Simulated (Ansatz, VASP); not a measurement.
# ScNb in VASP and in Ansatz

The input INCAR:

```
SYSTEM = ScNb
PREC = Accurate
ENCUT = 520
EDIFF = 1E-7
ISMEAR = 0
SIGMA = 0.1
LREAL = .False.
LASPH = .True.
NELM = 60
ALGO = Normal
ISIF = 2
LWAVE = .False.
LCHARG = .False.
GGA = PS
NBANDS = 19
```

File KPOINTS:

```
regular mesh
0
Gamma
  6 6 4
  0 0 0
```

Contents of POSCAR:

```
ScNb
1.0
    3.0656443612      0.0000000000      0.0000000000
   -1.5328221806      2.6549258957      0.0000000000
    0.0000000000      0.0000000000      5.0721940000
Sc Nb
1 1
Direct
    0.0000000000      0.0000000000      0.0000000000
    0.3333333333      0.6666666667      0.5000000000
```

Input for Ansatz:

```yaml
crystal:
  lattice:
    - [3.0656443612, 0.0, 0.0]
    - [-1.5328221806, 2.6549258957, 0.0]
    - [0.0, 0.0, 5.072194]
  atoms:
    - { symbol: Sc, position: [0.0, 0.0, 0.0] }
    - { symbol: Nb, position: [0.3333333333, 0.6666666667, 0.5] }
basis:
  ecutwfc: 420
kpoints:
  mp_grid: { grid: [6, 6, 4] }
hamiltonian:
  xc: pbesol
scf:
  occupations: { method: gaussian, width: 0.1 }
  convergence: { dr2_threshold: "1e-4 eV" }
output:
  forces: true
  stress: true
  eigenvalues: true
```

Alike in both runs: task single point; functional PBEsol; k mesh 6 × 6 × 4; occupations gaussian, width 0.1 eV; no spin polarisation.

```csv
,VASP,Ansatz
version,VASP 6.6.1,Ansatz 0.2.0
potentials or method,"VASP PAW PBE potentials, release 64 (Sc_sv, Nb_sv), cutoff 520 eV","scalar-relativistic, plane waves, PAW"
valence electrons in the cell,24,24
```

Ansatz gave:

* gap on the k mesh at the Fermi level (eV): none
* pressure (GPa): -4.3
* traceless stress, the component that is largest in VASP (GPa): 0.94

Problem. Which values does VASP return?

Solution. gap on the k mesh at the Fermi level (eV): none; pressure (GPa): -4.4; traceless stress, the component that is largest in VASP (GPa): 0.98.

VASP's potentials were made for PBE, not for PBEsol. A gap of «none» marks a metal or a gap that the smearing closes. The functional is the same, so the differences come from potentials, cutoffs and numerics. Ansatz's warnings: force scf threshold loose, stress scf threshold loose.

The k mesh is coarse, so the values compare programs but aren't converged.
